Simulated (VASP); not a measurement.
SnO2:

```
CELL_PARAMETERS angstrom
4.76482 0.00000 0.00000
0.00000 4.76482 0.00000
0.00000 0.00000 3.20750
ATOMIC_POSITIONS crystal
Sn 0.50000 0.50000 0.50000
Sn 0.00000 0.00000 0.00000
O 0.19403 0.80597 0.50000
O 0.80597 0.19403 0.50000
O 0.30597 0.30597 0.00000
O 0.69403 0.69403 0.00000
```

| Property | Result |
| --- | --- |
| Program | VASP 6.6.1 |
| Task | relaxation of cell and atoms |
| Functional | LDA |
| Potentials or basis | VASP PAW LDA potentials, release 64 (Sn_d, O) |
| Cutoff | 600 eV |
| k mesh | 6 × 6 × 8 |
| Occupations | gaussian, width 0.02 eV |
| Spin | no spin polarisation |

At the start: pressure -3.9 GPa; volume 12.14 Å³/atom.

Where does the relaxation end?

Over 14 steps the energy falls by 2.9 meV/atom and the volume is 11.90 Å³/atom (-1.9 %); space group P4_2/mnm (No. 136, to 0.1 Å) before and after.

Step by step:
| step | energy change (eV) | largest force (eV/Å) | pressure (GPa) | volume (Å³) |
| --- | --- | --- | --- | --- |
| 1 | 0.0000 | 0.0603 | -3.87 | 72.82 |
| 2 | 0.0134 | 0.1671 | 5.56 | 69.78 |
| 3 | -0.0165 | 0.0317 | -0.07 | 71.50 |
| 4 | -0.0165 | 0.0335 | 0.06 | 71.48 |
| 5 | -0.0172 | 0.0083 | 0.04 | 71.40 |
| 6 | -0.0173 | 0.0159 | 0.07 | 71.39 |
| 7 | -0.0173 | 0.0039 | -0.11 | 71.44 |
| 8 | -0.0173 | 0.0066 | -0.03 | 71.43 |
| 9 | -0.0173 | 0.0055 | -0.04 | 71.43 |
| 10 | -0.0173 | 0.0046 | -0.08 | 71.44 |
| 11 | -0.0173 | 0.0055 | -0.08 | 71.43 |
| 12 | -0.0173 | 0.0060 | -0.07 | 71.43 |
| 13 | -0.0173 | 0.0064 | 0.04 | 71.40 |
| 14 | -0.0173 | 0.0014 | -0.03 | 71.42 |

Final structure:
```cif
data_structure
_symmetry_space_group_name_H-M 'P 1'
_symmetry_Int_Tables_number 1
_cell_length_a 4.7270
_cell_length_b 4.7270
_cell_length_c 3.1961
_cell_angle_alpha 90.000
_cell_angle_beta 90.000
_cell_angle_gamma 90.000
_cell_volume 71.42
loop_
_atom_site_label
_atom_site_type_symbol
_atom_site_fract_x
_atom_site_fract_y
_atom_site_fract_z
_atom_site_occupancy
Sn1 Sn 0.50000 0.50000 0.50000 1
Sn2 Sn 0.00000 0.00000 0.00000 1
O1 O 0.19395 0.80605 0.50000 1
O2 O 0.80605 0.19395 0.50000 1
O3 O 0.30605 0.30605 0.00000 1
O4 O 0.69395 0.69395 0.00000 1
```
